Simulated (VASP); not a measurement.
The system is Sn.

```xyz
2
Lattice="3.4099 0.0000 0.0000 -1.7049 2.9530 0.0000 0.0000 0.0000 5.5683" Properties=species:S:1:pos:R:3 pbc="T T T"
Sn    0.0000    1.9687    1.3921
Sn    1.7049    0.9843    4.1762
```

This isn't the form of Sn at room conditions, which is tetragonal (white tin).

* Program: VASP 6.6.1
* Task: relaxation of cell and atoms
* Functional: r2SCAN
* Potentials or basis: VASP PAW PBE potentials, release 64 (Sn_d)
* Cutoff: 600 eV
* k mesh: 11 × 11 × 6
* Occupations: fermi-dirac, width 0.1 eV
* Spin: no spin polarisation

At the start: pressure -1.8 GPa; volume 28.03 Å³/atom.

Problem. Where does the relaxation end?

Solution. Over 5 steps the energy falls by 8.3 meV/atom and the volume is 27.00 Å³/atom (-3.7 %); space group P6_3/mmc (No. 194, to 0.1 Å) before and after.

Step by step:
```
step  energy change (eV)  largest force (eV/Å)  pressure (GPa)  volume (Å³)
   1              0.0000                0.0000           -1.77        56.07
   2             -0.0154                0.0000            0.44        53.59
   3             -0.0156                0.0000            0.18        53.85
   4             -0.0165                0.0000            0.06        53.98
   5             -0.0165                0.0000            0.03        54.00
```

Final structure:
```cif
data_structure
_symmetry_space_group_name_H-M 'P 1'
_symmetry_Int_Tables_number 1
_cell_length_a 3.3430
_cell_length_b 3.3430
_cell_length_c 5.5794
_cell_angle_alpha 90.000
_cell_angle_beta 90.000
_cell_angle_gamma 120.000
_cell_volume 54.00
loop_
_atom_site_label
_atom_site_type_symbol
_atom_site_fract_x
_atom_site_fract_y
_atom_site_fract_z
_atom_site_occupancy
Sn1 Sn 0.33333 0.66667 0.25000 1
Sn2 Sn 0.66667 0.33333 0.75000 1
```

Caveat: the PAW data sets were made with another functional, which shifts forces and pressure a little.
